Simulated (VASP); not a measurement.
# Co (P6_3/mmc) in VASP: notebook

The runs below take Co through single point, with PBE.

Program: VASP 6.6.1. These are calculated values, not measurements. Logs are shortened: lines on timing, memory, paths and dates and some standing lists are left out, and cuts for length are marked.

**1. The cell of the first run**

The structure is hexagonal, space group P6_3/mmc (No. 194). The conventional cell has a = 2.505 Å, b = 2.505 Å, c = 4.048 Å, α = 90.00°, β = 90.00°, γ = 120.00°. Within 3.3 Å of Co (site symmetry -6m2) lie 12 Co at 2.49 to 2.51 Å.

**2. Single point, PBE, collinear spin, ferromagnetic start (z stretched by -1 %, then relaxed in part)**

Contents of INCAR:

```
  PREC = Accurate
  ENCUT = 520
  EDIFF = 1E-6
  ISMEAR = -1
  SIGMA = 0.05
  LREAL = False
  LASPH = True
  NELM = 150
  ALGO = Normal
  ISIF = 2
  LWAVE = False
  LCHARG = False
  ISPIN = 2
  MAGMOM = 2 2
  LORBIT = 11
  LMAXMIX = 4
  GGA = PE
  NBANDS = 20
```

Contents of KPOINTS:

```
regular mesh
0
Gamma
  21 21 11
```

Contents of POSCAR:

```
Co
1.0
    2.5054000000      0.0000000000      0.0000000000
   -1.2527000000      2.1697400466      0.0000000000
    0.0000000000      0.0000000000      4.0484070000
Co
2
Direct
    0.3333333333      0.6666666667      0.2500000000
    0.6666666667      0.3333333333      0.7500000000
```

Potentials or basis: VASP PAW PBE potentials, release 64 (Co).

Launch:

```sh
> cat potpaw_PBE.64/Co/POTCAR > POTCAR
> mpirun -np 1 vasp_std > vasp.out
```

OUTCAR:

```text
PREC = Accurate
   ENCUT = 520
   EDIFF = 1E-6
   ISMEAR = -1
   LREAL = False
   LASPH = True
   NELM = 150
   ISIF = 2
   ISPIN = 2
   LORBIT = 11
   GGA = PE

 ion  position               nearest neighbor table
   1  0.333  0.667  0.250-   2 2.49   2 2.49   2 2.49   2 2.49   2 2.49   2 2.49
   2  0.667  0.333  0.750-   1 2.49   1 2.49   1 2.49   1 2.49   1 2.49   1 2.49

  LATTYP: Found a hexagonal cell.
 ALAT       =     2.5054000000
 C/A-ratio  =     1.6158725154

  Lattice vectors:

 A1 = (   2.5054000000,   0.0000000000,   0.0000000000)
 A2 = (  -1.2527000000,   2.1697400466,   0.0000000000)
 A3 = (   0.0000000000,   0.0000000000,   4.0484070000)

Analysis of symmetry for initial positions (statically):
=====================================================================
 Subroutine PRICEL returns:
 Original cell was already a primitive cell.

 Routine SETGRP: Setting up the symmetry group for a
 hexagonal supercell.

 Subroutine GETGRP returns: Found 24 space group operations
 (whereof 12 operations were pure point group operations)
 out of a pool of 24 trial point group operations.

The static configuration has the point symmetry D_3d.
 The point group associated with its full space group is D_6h.

Analysis of symmetry for dynamics (positions and initial velocities):
=====================================================================
 Subroutine PRICEL returns:
 Original cell was already a primitive cell.

 Routine SETGRP: Setting up the symmetry group for a
 hexagonal supercell.

 Subroutine GETGRP returns: Found 24 space group operations
 (whereof 12 operations were pure point group operations)
 out of a pool of 24 trial point group operations.

The dynamic configuration has the point symmetry D_3d.
 The point group associated with its full space group is D_6h.

Analysis of structural, dynamic, and magnetic symmetry:
=====================================================================
 Subroutine PRICEL returns:
 Original cell was already a primitive cell.

 Routine SETGRP: Setting up the symmetry group for a
 hexagonal supercell.

 Subroutine GETGRP returns: Found 24 space group operations
 (whereof 12 operations were pure point group operations)
 out of a pool of 24 trial point group operations.

The overall configuration has the point symmetry D_3d.
 The point group associated with its full space group is D_6h.

 Subroutine INISYM returns: Found 24 space group operations
 (whereof 12 operations are pure point group operations),
 and found     1 'primitive' translations

----------------------------------------------------------------------------------------

                                     Primitive cell

  volume of cell :      22.0074

  direct lattice vectors                    reciprocal lattice vectors
     2.505400000  0.000000000  0.000000000     0.399137862  0.230442352  0.000000000
    -1.252700000  2.169740047  0.000000000     0.000000000  0.460884704  0.000000000
     0.000000000  0.000000000  4.048407000     0.000000000  0.000000000  0.247010738

  length of vectors
     2.505400000  2.505400000  4.048407000     0.460884704  0.460884704  0.247010738

  position of ions in fractional coordinates (direct lattice)
     0.333333333  0.666666667  0.250000000
     0.666666667  0.333333333  0.750000000

  ion indices of the primitive-cell ions
   primitive index   ion index
                 1           1
                 2           2

----------------------------------------------------------------------------------------

 KPOINTS: regular mesh

Automatic generation of k-mesh.
 Grid dimensions read from file:
 generate k-points for:   21   21   11

 Generating k-lattice:

  Cartesian coordinates                     Fractional coordinates (reciprocal lattice)
     0.019006565  0.010973445  0.000000000     0.047619048 -0.000000000  0.000000000
     0.000000000  0.021946891  0.000000000     0.000000000  0.047619048  0.000000000
     0.000000000  0.000000000  0.022455522     0.000000000  0.000000000  0.090909091

  Length of vectors
     0.021946891  0.021946891  0.022455522

  Shift w.r.t. Gamma in fractional coordinates (k-lattice)
     0.000000000  0.000000000  0.000000000

 Subroutine IBZKPT returns following result:
 ===========================================

 Found    288 irreducible k-points:

 Following reciprocal coordinates:
            Coordinates               Weight
  0.000000  0.000000  0.000000      1.000000
  0.047619  0.000000  0.000000      6.000000
  0.095238  0.000000  0.000000      6.000000
  0.142857  0.000000  0.000000      6.000000
  0.190476  0.000000  0.000000      6.000000
  0.238095 -0.000000  0.000000      6.000000
[... 16 lines left out ...]
  0.142857  0.095238  0.000000     12.000000
  0.190476  0.095238  0.000000     12.000000
 [... further k-points ...]
   k-points           NKPTS =    288   k-points in BZ     NKDIM =    288   number of bands    NBANDS=     20
   number of dos      NEDOS =    301   number of ions     NIONS =      2
   total plane-waves  NPLWV =  12000
   dimension x,y,z NGX =    20 NGY =   20 NGZ =   30
   dimension x,y,z NGXF=    40 NGYF=   40 NGZF=   60
   ions per type =               2
   NGX,Y,Z   is equivalent  to a cutoff of  13.27, 13.27, 12.32 a.u.
   NGXF,Y,Z  is equivalent  to a cutoff of  26.54, 26.54, 24.64 a.u.
 SYSTEM =  unknown system
   PREC   = accura    normal or accurate (medium, high low for compatibility)
   ISTART =      0    job   : 0-new  1-cont  2-samecut
   ICHARG =      2    charge: 1-file 2-atom 10-const
   ISPIN  =      2    spin polarized calculation?
   LNONCOLLINEAR =      F non collinear calculations
   LSORBIT =      F    spin-orbit coupling
   LASPH  =      T    aspherical Exc in radial PAW
   ENCUT  =  520.0 eV  38.22 Ry    6.18 a.u.   4.66  4.66  7.53*2*pi/ulx,y,z
   NELM   =    150;   NELMIN=  2; NELMDL= -5     # of ELM steps
   EDIFF  = 0.1E-05   stopping-criterion for ELM
   LREAL  =      F    real-space projection
   EDIFFG = 0.1E-04   stopping-criterion for IOM
   NSW    =      0    number of steps for IOM
   IBRION =     -1    ionic relax: 0-MD 1-quasi-New 2-CG
   NFREE  =      0    steps in history (QN), initial steepest desc. (CG)
   ISIF   =      2    stress and relaxation
   ISYM   =      2    0-nonsym 1-usesym 2-fastsym
   POTIM  = 0.5000    time-step for ionic-motion
   TEBEG  =    0.0;   TEEND  =   0.0 temperature during run
   PSTRESS=    0.0 pullay stress
   NELECT =      18.0000    total number of electrons
   NUPDOWN=      -1.0000    fix difference up-down
   EMIN   =  10.00;   EMAX   =-10.00  energy-range for DOS
   EFERMI =   0.00;   METHOD = LEGACY
   ISMEAR =    -1;   SIGMA  =   0.05  broadening in eV -4-tet -1-fermi 0-gaus
   EFERMI_NEDOS =   21; number of points for ismear=-14 and -15
   IALGO  =     38    algorithm
   IMIX   =      4    mixing-type and parameters
     AMIX     =   0.40;   BMIX     =  1.00
     AMIX_MAG =   1.60;   BMIX_MAG =  1.00
  volume/ion in A,a.u.               =      11.00        74.26
  Fermi-wavevector in a.u.,A,eV,Ry     =   1.531003  2.893176 31.891647  2.343970
  Thomas-Fermi vector in A             =   2.638408
   LORBIT       =     11    0 simple, 1 ext, 2 COOP (PROOUT), +10 PAW based schemes
   GGA     = PE    functional components
   LHFCALC =     F    Hartree Fock is set to
   AEXX    =    0.0000 exact exchange contribution
   IVDW    =     0    specifies the selected vdW correction
   LEPSILON=     F    determine dielectric tensor
   LRPA    =     F    only Hartree local field effects (RPA)
 spin polarized calculation
  energy-cutoff  :      520.00
  volume of cell :       22.01
 maximum number of plane-waves:       609
 NGX is ok and might be reduce to    20
   NGX =  9   NGY =  9   NGZ = 15

 number of electron      17.9999999 magnetization       3.2204787

 Free energy of the ion-electron system (eV)
  ---------------------------------------------------
  ext. energy  EPLUGINS =         0.00000000
  ---------------------------------------------------
  free energy    TOTEN  =       -14.07293491 eV

  energy without entropy =      -14.05710152  energy(sigma->0) =      -14.06501821

 E-fermi :  10.0513     XC(G=0): -13.3212

 val. band max:       10.0507600599   @ k =   0.2381   0.1905   0.0909
 cond. band min:      10.0518638587   @ k =   0.0952   0.0476   0.2727
 fundamental gap:      0.0011037988
 Fermi energy:        10.0512931174

 spin component 1

 k-point     1 :       0.0000    0.0000    0.0000
  band No.  band energies     occupation
      1       1.2352      1.00000
      2       4.9971      1.00000
      3       7.4708      1.00000
      4       7.4878      1.00000
      5       7.4878      1.00000
      6       7.7926      1.00000
[... 12 lines left out ...]
     19      35.6885      0.00000
     20      35.6885      0.00000
[... 507 lines left out ...]
 k-point    24 :       0.1905    0.0952    0.0000
  band No.  band energies     occupation
      1       3.2666      1.00000
      2       5.8667      1.00000
      3       6.6148      1.00000
      4       6.6984      1.00000
      5       7.5148      1.00000
      6       7.5461      1.00000
[... 12 lines left out ...]
     19      34.8413      0.00000
     20      35.8238      0.00000

 [... further k-points ...]

 spin component 2

 k-point     1 :       0.0000    0.0000    0.0000
  band No.  band energies     occupation
      1       1.2224      1.00000
      2       5.9405      1.00000
      3       9.1051      1.00000
      4       9.1269      1.00000
      5       9.1269      1.00000
      6       9.4852      0.99999
[... 12 lines left out ...]
     19      35.9715      0.00000
     20      35.9715      0.00000
[... 507 lines left out ...]
 k-point    24 :       0.1905    0.0952    0.0000
  band No.  band energies     occupation
      1       3.2937      1.00000
      2       7.0101      1.00000
      3       7.7504      1.00000
      4       8.1032      1.00000
      5       9.0829      1.00000
      6       9.1940      1.00000
[... 12 lines left out ...]
     19      35.0497      0.00000
     20      36.2426      0.00000

 [... further k-points ...]

------------------------ aborting loop because EDIFF is reached ----------------------------------------

  FORCE on cell =-STRESS in cart. coord.  units (eV):
  Direction    XX          YY          ZZ          XY          YZ          ZX
  --------------------------------------------------------------------------------------
  -------------------------------------------------------------------------------------
  Total       -0.4769259     -0.4769259     -0.4791270      0.0000000     -0.0000000      0.0000000
  in kB      -34.7210234    -34.7210234    -34.8812722      0.0000000     -0.0000000      0.0000000
  external PRESSURE =     -34.7744397 kB  Pullay stress =       0.0000000 kB

 VOLUME and BASIS-vectors are now :
 -----------------------------------------------------------------------------
  energy-cutoff  :      520.00
  volume of cell :       22.01
      direct lattice vectors                 reciprocal lattice vectors
     2.505400000  0.000000000  0.000000000     0.399137862  0.230442352  0.000000000
    -1.252700000  2.169740047  0.000000000     0.000000000  0.460884704  0.000000000
     0.000000000  0.000000000  4.048407000     0.000000000  0.000000000  0.247010738

 POSITION                                       TOTAL-FORCE (eV/Angst)
 -----------------------------------------------------------------------------------
     -0.00000      1.44649      1.01210         0.000000      0.000000      0.000000
      1.25270      0.72325      3.03631        -0.000000      0.000000      0.000000
 -----------------------------------------------------------------------------------
    total drift:                               -0.000000      0.000000     -0.000000

  FREE ENERGIE OF THE ION-ELECTRON SYSTEM (eV)
  ---------------------------------------------------
  free  energy   TOTEN  =       -14.0729349086 eV

  energy  without entropy=      -14.0571015171  energy(sigma->0) =      -14.06501821

 total charge

# of ion       s       p       d       tot
------------------------------------------
    1        0.483   0.509   7.254   8.246
    2        0.483   0.509   7.254   8.246
--------------------------------------------------
tot          0.965   1.018  14.508  16.491

 magnetization (x)

# of ion       s       p       d       tot
------------------------------------------
    1       -0.015  -0.055   1.703   1.634
    2       -0.015  -0.055   1.703   1.634
--------------------------------------------------
tot         -0.030  -0.109   3.406   3.267
```

It took 1.9 min on 1 thread of AMD EPYC 9R45 (Zen 5), shared host; peak memory 0.25 GiB.

Results:

```
Free energy                                           : -14.0729 eV
Pressure                                              : -3.5 GPa
Net moment                                            : 3.22 μB per cell
Site moments                                          : Co +1.63 μB
Valence electrons inside the program's atomic spheres : Co 8.25
```

Caveat: the cell differs from its parent crystal (z stretched by -1 %, then relaxed in part); the cell stands under tension.

**3. Single point, PBE, collinear spin, ferromagnetic start**

This run uses another cell than the first one, of 11.11 Å³/atom.

Contents of INCAR:

```
SYSTEM = Co
PREC     = Accurate       ! precision mode
ENCUT    = 520            ! plane-wave cutoff, eV
EDIFF    = 1E-7           ! SCF threshold, eV
ISMEAR   = -1             ! smearing method
SIGMA    = 0.05           ! smearing width, eV
LREAL    = .FALSE.        ! projectors in reciprocal space
LASPH    = .TRUE.         ! aspherical terms in the spheres
NELM     = 150            ! most SCF steps
ALGO     = Normal         ! electronic algorithm
ISIF     = 2              ! what is computed and relaxed
LWAVE    = .FALSE.        ! write WAVECAR
LCHARG   = .FALSE.        ! write CHGCAR
ISPIN    = 2              ! spin polarisation
MAGMOM   = 2 2            ! initial moments
LORBIT   = 11             ! projections on sites
LMAXMIX  = 4              ! l up to which the mixer works
GGA      = PE             ! functional
NBANDS   = 20             ! bands
```

Contents of KPOINTS:

```
regular mesh
0
G
  21 21 11
  0 0 0
```

POSCAR, as its differences from that of step 2:

```diff
@@ -4,3 +4,3 @@
    -1.2527000000      2.1697400466      0.0000000000
-    0.0000000000      0.0000000000      4.0484070000
+    0.0000000000      0.0000000000      4.0893000000
 Co
```

Potentials or basis: VASP PAW PBE potentials, release 64 (Co).

Launch:

```sh
> cat potpaw_PBE.64/Co/POTCAR > POTCAR
> mpirun -np 1 vasp_std > vasp.out
```

OUTCAR:

```text
SYSTEM = Co
   PREC = Accurate
   ENCUT = 520
   EDIFF = 1E-7
   ISMEAR = -1
   LREAL = .FALSE.
   LASPH = .TRUE.
   NELM = 150
   ISIF = 2
   ISPIN = 2
   LORBIT = 11
   GGA = PE

 ion  position               nearest neighbor table
   1  0.333  0.667  0.250-   2 2.50   2 2.50   2 2.50   2 2.50   2 2.50   2 2.50
   2  0.667  0.333  0.750-   1 2.50   1 2.50   1 2.50   1 2.50   1 2.50   1 2.50

  LATTYP: Found a hexagonal cell.
 ALAT       =     2.5054000000
 C/A-ratio  =     1.6321944600

  Lattice vectors:

 A1 = (   2.5054000000,   0.0000000000,   0.0000000000)
 A2 = (  -1.2527000000,   2.1697400466,   0.0000000000)
[... 1321 lines left out ...]

 VOLUME and BASIS-vectors are now :
 -----------------------------------------------------------------------------
  energy-cutoff  :      520.00
  volume of cell :       22.23
      direct lattice vectors                 reciprocal lattice vectors
     2.505400000  0.000000000  0.000000000     0.399137862  0.230442352  0.000000000
    -1.252700000  2.169740047  0.000000000     0.000000000  0.460884704  0.000000000
     0.000000000  0.000000000  4.089300000     0.000000000  0.000000000  0.244540630

 POSITION                                       TOTAL-FORCE (eV/Angst)
 -----------------------------------------------------------------------------------
     -0.00000      1.44649      1.02232        -0.000000     -0.000000      0.000000
      1.25270      0.72325      3.06697         0.000000      0.000000      0.000000
 -----------------------------------------------------------------------------------
    total drift:                                0.000000      0.000000     -0.000000

  FREE ENERGIE OF THE ION-ELECTRON SYSTEM (eV)
  ---------------------------------------------------
  free  energy   TOTEN  =       -14.0656552280 eV

  energy  without entropy=      -14.0492750180  energy(sigma->0) =      -14.05746512

 total charge

# of ion       s       p       d       tot
------------------------------------------
    1        0.479   0.501   7.247   8.226
    2        0.479   0.501   7.247   8.226
--------------------------------------------------
tot          0.957   1.002  14.494  16.453

 magnetization (x)

# of ion       s       p       d       tot
------------------------------------------
    1       -0.015  -0.054   1.716   1.648
    2       -0.015  -0.054   1.716   1.648
--------------------------------------------------
tot         -0.029  -0.107   3.433   3.296
```

OSZICAR:

```text
N       E                     dE             d eps       ncg     rms          rms(c)
DAV:   1     0.852087821986E+02    0.85209E+02   -0.82300E+03 24204   0.123E+03
DAV:   2    -0.116408686822E+02   -0.96850E+02   -0.87142E+02 23368   0.215E+02
DAV:   3    -0.160901478675E+02   -0.44493E+01   -0.42598E+01 26236   0.559E+01
DAV:   4    -0.161574691138E+02   -0.67321E-01   -0.67271E-01 28384   0.607E+00
DAV:   5    -0.161593472666E+02   -0.18782E-02   -0.18781E-02 26640   0.959E-01    0.146E+01
DAV:   6    -0.145365941681E+02    0.16228E+01   -0.78186E+00 26100   0.567E+01    0.712E+00
DAV:   7    -0.140993483150E+02    0.43725E+00   -0.12552E+00 26740   0.209E+01    0.374E+00
DAV:   8    -0.140805874074E+02    0.18761E-01   -0.16203E-02 30156   0.125E+00    0.169E+00
DAV:   9    -0.140661932485E+02    0.14394E-01   -0.34714E-03 36748   0.103E+00    0.455E-01
DAV:  10    -0.140656886576E+02    0.50459E-03   -0.53687E-04 29940   0.269E-01    0.148E-01
DAV:  11    -0.140656578739E+02    0.30784E-04   -0.10338E-04 34636   0.161E-01    0.291E-02
DAV:  12    -0.140656568260E+02    0.10479E-05   -0.11500E-05 24524   0.317E-02    0.166E-02
DAV:  13    -0.140656554774E+02    0.13486E-05   -0.21121E-06 33388   0.157E-02    0.881E-03
DAV:  14    -0.140656556016E+02   -0.12421E-06   -0.37275E-07 25448   0.503E-03    0.352E-03
DAV:  15    -0.140656552114E+02    0.39013E-06   -0.18822E-08 12368   0.223E-03    0.914E-04
DAV:  16    -0.140656552280E+02   -0.16507E-07   -0.68566E-09 11960   0.851E-04
   1 F= -.14065655E+02 E0= -.14057465E+02  d E =-.163802E-01  mag=     3.2467
```

stdout:

```text
POSCAR found type information on POSCAR Co
 POSCAR found :  1 types and       2 ions
 scaLAPACK will be used
 LDA part: xc-table for (Slater+PW92), standard interpolation
 POSCAR, INCAR and KPOINTS ok, starting setup
 FFT: planning ... GRIDC
 FFT: planning ... GRID_SOFT
 FFT: planning ... GRID
 WAVECAR not read
 entering main loop
```

Wall time 2.1 min (1 thread of AMD EPYC 9R45 (Zen 5), shared host); peak memory 0.25 GiB.

What came out:

- Free energy: -14.0657 eV
- Pressure: -5.2 GPa
- Net moment: 3.25 μB per cell
- Site moments: Co +1.65 μB
- Valence electrons inside the program's atomic spheres: Co 8.23

Levels at points of the mesh, in eV from the Fermi level:
Spin up:
| k point | band 8 | band 9 | band 10 | band 11 | band 12 | band 13 | band 14 | band 15 |
| --- | --- | --- | --- | --- | --- | --- | --- | --- |
| (0.00, 0.00, 0.00) | -1.91 | -1.91 | -0.88 | -0.88 | -0.16 | 6.01 | 21.89 | 24.30 |
Spin down:
```tsv
k point	band 3	band 4	band 5	band 6	band 7	band 8	band 9	band 10	band 11	band 12
(0.00, 0.00, 0.00)	-0.99	-0.91	-0.91	-0.57	-0.57	-0.23	-0.11	-0.11	1.03	1.03
```

Caveat: the cell stands under tension.
